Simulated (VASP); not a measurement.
# MnPt2 (P-3m1) in VASP: a series of runs

The runs below take MnPt2 through single point, with PBEsol.

Program: VASP 6.6.1. These are calculated values, not measurements. Logs are shortened: lines on timing, memory, paths and dates and some standing lists are left out, and cuts for length are marked.

## Step 1: The cell of the first run

Symmetry: P-3m1, No. 164, trigonal system. Conventional cell: a = 2.858 Å, b = 2.858 Å, c = 6.533 Å, α = 90.00°, β = 90.00°, γ = 120.00°. Within 3.5 Å of Pt (site symmetry 3m) lie 3 Mn at 2.64 Å and 9 Pt at 2.86 to 2.91 Å. Mn (site symmetry -3m) has 6 Pt at 2.64 Å and 6 Mn at 2.86 Å within 3.5 Å.

## Step 2: Single point, PBEsol, collinear spin, ferromagnetic start

The input, INCAR:

```
SYSTEM = MnPt2
PREC = Accurate
ENCUT = 520
EDIFF = 1E-6
ISMEAR = -1
SIGMA = 0.05
LREAL = .FALSE.
LASPH = .TRUE.
NELM = 150
ALGO = Normal
ISIF = 2
LWAVE = .FALSE.
LCHARG = .FALSE.
ISPIN = 2
MAGMOM = 0 0 1
LORBIT = 11
NUPDOWN = 1.0
LMAXMIX = 4
GGA = PS
NBANDS = 28
```

The input, KPOINTS:

```
Automatic mesh
0
G
  9 9 4
  0 0 0
```

The input, POSCAR:

```
MnPt2
1.0
    2.8584044518      0.0000000000      0.0000000000
   -1.4292022259      2.4754508696      0.0000000000
    0.0000000000      0.0000000000      6.5325040000
Pt Mn
2 1
Direct
    0.6666666667      0.3333333333      0.3162060000
    0.3333333333      0.6666666667      0.6837940000
    0.0000000000      0.0000000000      0.0000000000
```

Potentials or basis: VASP PAW PBE potentials, release 64 (Pt, Mn_pv).

Started as:

```
cat potpaw_PBE.64/Pt/POTCAR potpaw_PBE.64/Mn_pv/POTCAR > POTCAR
mpirun -np 1 vasp_std > vasp.out
```

OUTCAR:

```text
SYSTEM = MnPt2
   PREC = Accurate
   ENCUT = 520
   EDIFF = 1E-6
   ISMEAR = -1
   LREAL = .FALSE.
   LASPH = .TRUE.
   NELM = 150
   ISIF = 2
   ISPIN = 2
   LORBIT = 11
   NUPDOWN = 1.0
   GGA = PS

 ion  position               nearest neighbor table
   1  0.667  0.333  0.316-   3 2.64   3 2.64   3 2.64   2 2.91   2 2.91   2 2.91
   2  0.333  0.667  0.684-   3 2.64   3 2.64   3 2.64   1 2.91   1 2.91   1 2.91
   3  0.000  0.000  0.000-   1 2.64   2 2.64   1 2.64   2 2.64   1 2.64   2 2.64

  LATTYP: Found a hexagonal cell.
 ALAT       =     2.8584044518
 C/A-ratio  =     2.2853672775

  Lattice vectors:

 A1 = (   2.8584044518,   0.0000000000,   0.0000000000)
 A2 = (  -1.4292022259,   2.4754508696,   0.0000000000)
 A3 = (   0.0000000000,   0.0000000000,   6.5325040000)

Analysis of symmetry for initial positions (statically):
=====================================================================
 Subroutine PRICEL returns:
 Original cell was already a primitive cell.

 Routine SETGRP: Setting up the symmetry group for a
 hexagonal supercell.

 Subroutine GETGRP returns: Found 12 space group operations
 (whereof 12 operations were pure point group operations)
 out of a pool of 24 trial point group operations.

The static configuration has the point symmetry D_3d.

Analysis of symmetry for dynamics (positions and initial velocities):
=====================================================================
 Subroutine PRICEL returns:
 Original cell was already a primitive cell.

 Routine SETGRP: Setting up the symmetry group for a
 hexagonal supercell.

 Subroutine GETGRP returns: Found 12 space group operations
 (whereof 12 operations were pure point group operations)
 out of a pool of 24 trial point group operations.

The dynamic configuration has the point symmetry D_3d.

Analysis of structural, dynamic, and magnetic symmetry:
=====================================================================
 Subroutine PRICEL returns:
 Original cell was already a primitive cell.

 Routine SETGRP: Setting up the symmetry group for a
 hexagonal supercell.

 Subroutine GETGRP returns: Found 12 space group operations
 (whereof 12 operations were pure point group operations)
 out of a pool of 24 trial point group operations.

The overall configuration has the point symmetry D_3d.

 Subroutine INISYM returns: Found 12 space group operations
 (whereof 12 operations are pure point group operations),
 and found     1 'primitive' translations

----------------------------------------------------------------------------------------

[... 120 lines left out ...]
   LHFCALC =     F    Hartree Fock is set to
   AEXX    =    0.0000 exact exchange contribution
   IVDW    =     0    specifies the selected vdW correction
   LEPSILON=     F    determine dielectric tensor
   LRPA    =     F    only Hartree local field effects (RPA)
 spin polarized calculation
  energy-cutoff  :      520.00
  volume of cell :       46.22
 maximum number of plane-waves:      1260
 NGX is ok and might be reduce to    24
   NGX = 11   NGY = 11   NGZ = 25

 number of electron      32.9999988 magnetization       0.9999999

 Free energy of the ion-electron system (eV)
  ---------------------------------------------------
  ext. energy  EPLUGINS =         0.00000000
  ---------------------------------------------------
  free energy    TOTEN  =       -23.25093052 eV

  energy without entropy =      -23.20470355  energy(sigma->0) =      -23.22781704

 E-fermi :   9.4733     XC(G=0): -13.0419

 val. band max:        9.4628171086   @ k =   0.3333   0.1111   0.5000
 cond. band min:       9.0624187082   @ k =  -0.1111   0.4444   0.2500
 fundamental gap:     -0.4003984004
 Fermi energy:         9.0612048958

 spin component 1

 k-point     1 :       0.0000    0.0000    0.0000
  band No.  band energies     occupation
      1     -39.4342      1.00000
      2     -39.2811      1.00000
      3     -39.2811      1.00000
      4       0.0477      1.00000
      5       2.2689      1.00000
      6       3.8807      1.00000
[... 733 lines left out ...]
     27      24.4983      0.00000
     28      24.9104      0.00000

 [... further k-points ...]

 spin component 2

 k-point     1 :       0.0000    0.0000    0.0000
  band No.  band energies     occupation
      1     -38.0773      1.00000
      2     -37.7526      1.00000
      3     -37.7526      1.00000
      4       0.0566      1.00000
      5       2.1942      1.00000
      6       3.9737      1.00000
[... 733 lines left out ...]
     27      24.5630      0.00000
     28      24.9891      0.00000

 [... further k-points ...]

------------------------ aborting loop because EDIFF is reached ----------------------------------------

  FORCE on cell =-STRESS in cart. coord.  units (eV):
  Direction    XX          YY          ZZ          XY          YZ          ZX
  --------------------------------------------------------------------------------------
  -------------------------------------------------------------------------------------
  Total       -7.6106200     -7.6106200     -4.8151732      0.0000000      0.0000000      0.0000000
  in kB     -263.7988786   -263.7988786   -166.9032610      0.0000000      0.0000000      0.0000000
  external PRESSURE =    -231.5003394 kB  Pullay stress =       0.0000000 kB

 VOLUME and BASIS-vectors are now :
 -----------------------------------------------------------------------------
  energy-cutoff  :      520.00
  volume of cell :       46.22
      direct lattice vectors                 reciprocal lattice vectors
     2.858404452  0.000000000  0.000000000     0.349845523  0.201983407  0.000000000
    -1.429202226  2.475450870  0.000000000     0.000000000  0.403966814  0.000000000
     0.000000000  0.000000000  6.532504000     0.000000000  0.000000000  0.153080656

 POSITION                                       TOTAL-FORCE (eV/Angst)
 -----------------------------------------------------------------------------------
      1.42920      0.82515      2.06562         0.000000      0.000000     -0.292925
     -0.00000      1.65030      4.46689        -0.000000      0.000000      0.292925
      0.00000      0.00000      0.00000        -0.000000      0.000000      0.000000
 -----------------------------------------------------------------------------------
    total drift:                                0.000000     -0.000000     -0.000000

  FREE ENERGIE OF THE ION-ELECTRON SYSTEM (eV)
  ---------------------------------------------------
  free  energy   TOTEN  =       -23.2509305235 eV

  energy  without entropy=      -23.2047035472  energy(sigma->0) =      -23.22781704

 total charge

# of ion       s       p       d       tot
------------------------------------------
    1        0.643   0.547   7.969   9.159
    2        0.643   0.547   7.969   9.159
    3        0.312   6.258   4.998  11.569
--------------------------------------------------
tot          1.599   7.352  20.936  29.887

 magnetization (x)

# of ion       s       p       d       tot
------------------------------------------
    1       -0.011  -0.012  -0.180  -0.203
    2       -0.011  -0.012  -0.180  -0.203
    3        0.002   0.005   1.373   1.380
--------------------------------------------------
tot         -0.019  -0.020   1.013   0.974
```

OSZICAR:

```text
N       E                     dE             d eps       ncg     rms          rms(c)
DAV:   1     0.274734031155E+03    0.27473E+03   -0.16971E+04  4840   0.128E+03
DAV:   2    -0.140283315952E+02   -0.28876E+03   -0.26778E+03  4880   0.343E+02
DAV:   3    -0.260670367084E+02   -0.12039E+02   -0.11584E+02  5292   0.762E+01
DAV:   4    -0.262075560315E+02   -0.14052E+00   -0.14034E+00  5484   0.810E+00
DAV:   5    -0.262099915901E+02   -0.24356E-02   -0.24355E-02  5288   0.111E+00    0.203E+01
DAV:   6    -0.364757384344E+02   -0.10266E+02   -0.30970E+01  5240   0.599E+01    0.432E+01
DAV:   7    -0.234127200396E+02    0.13063E+02   -0.15814E+01  5772   0.651E+01    0.985E+00
DAV:   8    -0.232224094303E+02    0.19031E+00   -0.11358E+00  5184   0.668E+00    0.293E+00
DAV:   9    -0.232391182188E+02   -0.16709E-01   -0.79428E-02  5384   0.191E+00    0.185E+00
DAV:  10    -0.232445230379E+02   -0.54048E-02   -0.26213E-02  5832   0.119E+00    0.599E-01
DAV:  11    -0.232492073352E+02   -0.46843E-02   -0.72504E-03  5916   0.543E-01    0.316E-01
DAV:  12    -0.232506822575E+02   -0.14749E-02   -0.19510E-03  5716   0.283E-01    0.135E-01
DAV:  13    -0.232509134802E+02   -0.23122E-03   -0.40919E-04  5940   0.139E-01    0.695E-02
DAV:  14    -0.232509296948E+02   -0.16215E-04   -0.10748E-04  5884   0.687E-02    0.325E-02
DAV:  15    -0.232509305235E+02   -0.82876E-06   -0.65593E-06  5244   0.196E-02
   1 F= -.23250931E+02 E0= -.23227817E+02  d E =-.462270E-01  mag=     1.0000
```

stdout:

```text
POSCAR found type information on POSCAR PtMn
 POSCAR found :  2 types and       3 ions
 scaLAPACK will be used
 -----------------------------------------------------------------------------
|                                                                             |
|                                                                             |
|     You enforced a specific xc type in the INCAR file but a different       |
|     I HOPE YOU KNOW WHAT YOU ARE DOING!                                     |
|                                                                             |
 -----------------------------------------------------------------------------

 LDA part: xc-table for (Slater+PW92), standard interpolation
 POSCAR, INCAR and KPOINTS ok, starting setup
 FFT: planning ... GRIDC
 FFT: planning ... GRID_SOFT
 FFT: planning ... GRID
 WAVECAR not read
 entering main loop
```

Wall time 49 s (1 thread of Intel Xeon 6975P-C (Granite Rapids), shared host); peak memory 0.24 GiB.

Results:

* Free energy: -23.2509 eV
* Pressure: -23.2 GPa
* Largest force: 0.293 eV/Å
* Net moment: 1.00 μB per cell
* Site moments: Pt -0.20; Mn +1.38 μB
* Valence electrons inside the program's atomic spheres: Pt 9.16; Mn 11.57

Forces in eV/Å, atoms in the order of the input:
```
Pt   0.000  0.000 -0.293
Pt   0.000  0.000  0.293
Mn   0.000  0.000  0.000
```

Stress tensor (GPa, compression positive):
```
-26.38   0.00   0.00
  0.00 -26.38   0.00
  0.00   0.00 -16.69
```

Caveat: the stress differs along the axes, from -26 to -17 GPa; the PAW data sets were made with another functional, which shifts forces and pressure a little; spin-orbit coupling is left out, which moves the levels of the heavy elements; the total moment is fixed, so each spin has its own Fermi level and the state may be an excited one.

## Step 3: Single point, PBEsol, collinear spin, ferromagnetic start

The input, INCAR:

```
ALGO = Normal ; EDIFF = 1E-7
ENCUT = 520 ; GGA = PS
ISIF = 2 ; ISMEAR = -1
ISPIN = 2 ; LASPH = T
LCHARG = F ; LMAXMIX = 4
LORBIT = 11 ; LREAL = F
LWAVE = F ; MAGMOM = 0 0 2
NBANDS = 28 ; NELM = 150
NUPDOWN = 2.0 ; PREC = Accurate
SIGMA = 0.05
```

The input, KPOINTS:

```
k-points
0
Gamma
  9 9 4
```

POSCAR is that of step 2.

Potentials or basis: VASP PAW PBE potentials, release 64 (Pt, Mn_pv).

Started as:

```
cat potpaw_PBE.64/Pt/POTCAR potpaw_PBE.64/Mn_pv/POTCAR > POTCAR
mpirun -np 1 vasp_std > vasp.out
```

OUTCAR:

```text
EDIFF = 1E-7
   ENCUT = 520
   GGA = PS
   ISIF = 2
   ISMEAR = -1
   ISPIN = 2
   LASPH = T
   LORBIT = 11
   LREAL = F
   NELM = 150
   NUPDOWN = 2.0
   PREC = Accurate

 ion  position               nearest neighbor table
   1  0.667  0.333  0.316-   3 2.64   3 2.64   3 2.64   2 2.91   2 2.91   2 2.91
   2  0.333  0.667  0.684-   3 2.64   3 2.64   3 2.64   1 2.91   1 2.91   1 2.91
   3  0.000  0.000  0.000-   1 2.64   2 2.64   1 2.64   2 2.64   1 2.64   2 2.64

  LATTYP: Found a hexagonal cell.
 ALAT       =     2.8584044518
 C/A-ratio  =     2.2853672775

  Lattice vectors:

 A1 = (   2.8584044518,   0.0000000000,   0.0000000000)
 A2 = (  -1.4292022259,   2.4754508696,   0.0000000000)
 A3 = (   0.0000000000,   0.0000000000,   6.5325040000)

Analysis of symmetry for initial positions (statically):
=====================================================================
 Subroutine PRICEL returns:
 Original cell was already a primitive cell.

 Routine SETGRP: Setting up the symmetry group for a
 hexagonal supercell.

 Subroutine GETGRP returns: Found 12 space group operations
 (whereof 12 operations were pure point group operations)
 out of a pool of 24 trial point group operations.

The static configuration has the point symmetry D_3d.

Analysis of symmetry for dynamics (positions and initial velocities):
=====================================================================
 Subroutine PRICEL returns:
 Original cell was already a primitive cell.

 Routine SETGRP: Setting up the symmetry group for a
 hexagonal supercell.

 Subroutine GETGRP returns: Found 12 space group operations
 (whereof 12 operations were pure point group operations)
 out of a pool of 24 trial point group operations.

The dynamic configuration has the point symmetry D_3d.

Analysis of structural, dynamic, and magnetic symmetry:
=====================================================================
 Subroutine PRICEL returns:
 Original cell was already a primitive cell.

 Routine SETGRP: Setting up the symmetry group for a
 hexagonal supercell.
[... 152 lines left out ...]

  energy without entropy =      -23.44762973  energy(sigma->0) =      -23.46924821

 E-fermi :   9.5721     XC(G=0): -13.0299

 val. band max:        9.5592662343   @ k =   0.2222   0.2222   0.0000
 cond. band min:       9.0697432187   @ k =   0.3333   0.0000   0.2500
 fundamental gap:     -0.4895230157
 Fermi energy:         9.0490900525

 spin component 1

 k-point     1 :       0.0000    0.0000    0.0000
  band No.  band energies     occupation
      1     -39.8275      1.00000
      2     -39.6285      1.00000
      3     -39.6285      1.00000
      4       0.0424      1.00000
      5       2.2945      1.00000
      6       3.7987      1.00000
[... 733 lines left out ...]
     27      24.4738      0.00000
     28      24.8891      0.00000

 [... further k-points ...]

 spin component 2

 k-point     1 :       0.0000    0.0000    0.0000
  band No.  band energies     occupation
      1     -37.3999      1.00000
      2     -37.0761      1.00000
      3     -37.0761      1.00000
      4       0.0961      1.00000
      5       2.2301      1.00000
      6       4.0503      1.00000
[... 733 lines left out ...]
     27      24.6434      0.00000
     28      25.0605      0.00000

 [... further k-points ...]

------------------------ aborting loop because EDIFF is reached ----------------------------------------

  FORCE on cell =-STRESS in cart. coord.  units (eV):
  Direction    XX          YY          ZZ          XY          YZ          ZX
  --------------------------------------------------------------------------------------
  -------------------------------------------------------------------------------------
  Total       -6.2996845     -6.2996845     -4.2449198      0.0000000      0.0000000      0.0000000
  in kB     -218.3593070   -218.3593070   -147.1371706      0.0000000      0.0000000      0.0000000
  external PRESSURE =    -194.6185949 kB  Pullay stress =       0.0000000 kB

 VOLUME and BASIS-vectors are now :
 -----------------------------------------------------------------------------
  energy-cutoff  :      520.00
  volume of cell :       46.22
      direct lattice vectors                 reciprocal lattice vectors
     2.858404452  0.000000000  0.000000000     0.349845523  0.201983407  0.000000000
    -1.429202226  2.475450870  0.000000000     0.000000000  0.403966814  0.000000000
     0.000000000  0.000000000  6.532504000     0.000000000  0.000000000  0.153080656

 POSITION                                       TOTAL-FORCE (eV/Angst)
 -----------------------------------------------------------------------------------
      1.42920      0.82515      2.06562        -0.000000      0.000000     -0.155835
     -0.00000      1.65030      4.46689         0.000000     -0.000000      0.155835
      0.00000      0.00000      0.00000         0.000000      0.000000     -0.000000
 -----------------------------------------------------------------------------------
    total drift:                                0.000000     -0.000000     -0.000000

  FREE ENERGIE OF THE ION-ELECTRON SYSTEM (eV)
  ---------------------------------------------------
  free  energy   TOTEN  =       -23.4908666845 eV

  energy  without entropy=      -23.4476297334  energy(sigma->0) =      -23.46924821

 total charge

# of ion       s       p       d       tot
------------------------------------------
    1        0.645   0.546   7.979   9.170
    2        0.645   0.546   7.979   9.170
    3        0.315   6.260   4.992  11.567
--------------------------------------------------
tot          1.605   7.352  20.950  29.906

 magnetization (x)

# of ion       s       p       d       tot
------------------------------------------
    1       -0.017  -0.015  -0.175  -0.206
    2       -0.017  -0.015  -0.175  -0.206
    3        0.003   0.009   2.341   2.353
--------------------------------------------------
tot         -0.031  -0.020   1.991   1.940
```

OSZICAR:

```text
N       E                     dE             d eps       ncg     rms          rms(c)
DAV:   1     0.275188414049E+03    0.27519E+03   -0.16739E+04  4840   0.126E+03
DAV:   2    -0.140167959144E+02   -0.28921E+03   -0.26912E+03  4888   0.343E+02
DAV:   3    -0.260010569121E+02   -0.11984E+02   -0.11588E+02  5284   0.763E+01
DAV:   4    -0.261407087411E+02   -0.13965E+00   -0.13950E+00  5476   0.807E+00
DAV:   5    -0.261431467775E+02   -0.24380E-02   -0.24380E-02  5284   0.111E+00    0.200E+01
DAV:   6    -0.337284544029E+02   -0.75853E+01   -0.28452E+01  5236   0.559E+01    0.405E+01
DAV:   7    -0.236179955477E+02    0.10110E+02   -0.22362E+01  5764   0.622E+01    0.105E+01
DAV:   8    -0.234137232773E+02    0.20427E+00   -0.12617E+00  5160   0.731E+00    0.348E+00
DAV:   9    -0.234650461490E+02   -0.51323E-01   -0.13461E-01  5364   0.268E+00    0.206E+00
DAV:  10    -0.234793046508E+02   -0.14259E-01   -0.37777E-02  5740   0.140E+00    0.755E-01
DAV:  11    -0.234879470833E+02   -0.86424E-02   -0.11156E-02  5416   0.725E-01    0.459E-01
DAV:  12    -0.234905535326E+02   -0.26064E-02   -0.39920E-03  5708   0.391E-01    0.221E-01
DAV:  13    -0.234908719641E+02   -0.31843E-03   -0.62113E-04  5420   0.158E-01    0.117E-01
DAV:  14    -0.234908583632E+02    0.13601E-04   -0.12727E-04  5960   0.835E-02    0.350E-02
DAV:  15    -0.234908653599E+02   -0.69967E-05   -0.15029E-05  5208   0.309E-02    0.142E-02
DAV:  16    -0.234908663667E+02   -0.10068E-05   -0.25791E-06  5892   0.110E-02    0.717E-03
DAV:  17    -0.234908666582E+02   -0.29145E-06   -0.95032E-07  5032   0.660E-03    0.192E-03
DAV:  18    -0.234908666845E+02   -0.26330E-07   -0.11726E-07  2784   0.256E-03
   1 F= -.23490867E+02 E0= -.23469248E+02  d E =-.432370E-01  mag=     2.0000
```

Run time: 53 s. Hardware: 1 thread of Intel Xeon 6975P-C (Granite Rapids), shared host; peak memory 0.24 GiB.

Results:

| Quantity | Value |
| --- | --- |
| Free energy | -23.4909 eV |
| Pressure | -19.5 GPa |
| Largest force | 0.156 eV/Å |
| Net moment | 2.00 μB per cell |
| Site moments | Pt -0.21; Mn +2.35 μB |
| Valence electrons inside the program's atomic spheres | Pt 9.17; Mn 11.57 |

Forces on the atoms (eV/Å):
```
Pt   0.000  0.000 -0.156
Pt   0.000  0.000  0.156
Mn   0.000  0.000  0.000
```

Caveat: the stress differs along the axes, from -22 to -15 GPa; the PAW data sets were made with another functional, which shifts forces and pressure a little; spin-orbit coupling is left out, which moves the levels of the heavy elements; the total moment is fixed, so each spin has its own Fermi level and the state may be an excited one.

(Part 1 of 3 ends here.)
